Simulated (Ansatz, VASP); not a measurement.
Ti: VASP beside Ansatz

The input INCAR:

```
  ALGO = Fast
  EDIFF = 1E-6
  ENCUT = 520
  GGA = PE
  ISIF = 2
  ISMEAR = 0
  LASPH = True
  LCHARG = False
  LREAL = False
  LWAVE = False
  NBANDS = 19
  NELM = 60
  PREC = Accurate
  SIGMA = 0.1
```

Contents of KPOINTS:

```
k-points
0
Gamma
  18 18 12
```

Contents of POSCAR:

```
Ti
1.0
    2.0560175230      2.0560175230      0.0000000000
   -2.0560175230      2.0560175230      0.0000000000
    0.0000000000      0.0000000000      4.0297943450
Ti
2
Direct
    0.0000000000      0.0000000000      0.0000000000
    0.5000000000      0.5000000000      0.5000000000
```

Input for Ansatz:

```yaml
crystal:
  lattice:
    - [2.056017523, 2.056017523, 0.0]
    - [-2.056017523, 2.056017523, 0.0]
    - [0.0, 0.0, 4.029794345]
  atoms:
    - { symbol: Ti, position: [0.0, 0.0, 0.0] }
    - { symbol: Ti, position: [0.5, 0.5, 0.5] }
basis:
  ecutwfc: 420
kpoints:
  mp_grid: { grid: [18, 18, 12] }
hamiltonian:
  xc: pbe
scf:
  occupations: { method: gaussian, width: 0.1 }
output:
  forces: true
  stress: true
  eigenvalues: true
```

Change from the starting cell: strain along c alone, the other axes held, atoms relaxed: -2.0 %.

Alike in both runs: task single point; functional PBE; k mesh 18 × 18 × 12; occupations gaussian, width 0.1 eV; no spin polarisation.

|  | VASP | Ansatz |
| --- | --- | --- |
| version | VASP 6.6.1 | Ansatz 0.2.0 |
| potentials or method | VASP PAW PBE potentials, release 64 (Ti_sv), cutoff 520 eV | scalar-relativistic, plane waves, PAW |
| valence electrons in the cell | 24 | 24 |

|  | VASP | Ansatz | Ansatz less VASP |
| --- | --- | --- | --- |
| gap on the k mesh at the Fermi level (eV) | none | none | - |
| pressure (GPa) | 1.8 | 2.3 | +0.43 |
| traceless stress, the component that is largest in VASP (GPa) | 0.53 | 0.53 | -0.004 |

A gap of «none» marks a metal or a gap that the smearing closes. With one functional, cell and mesh, what is left measures potentials, basis and numerics.
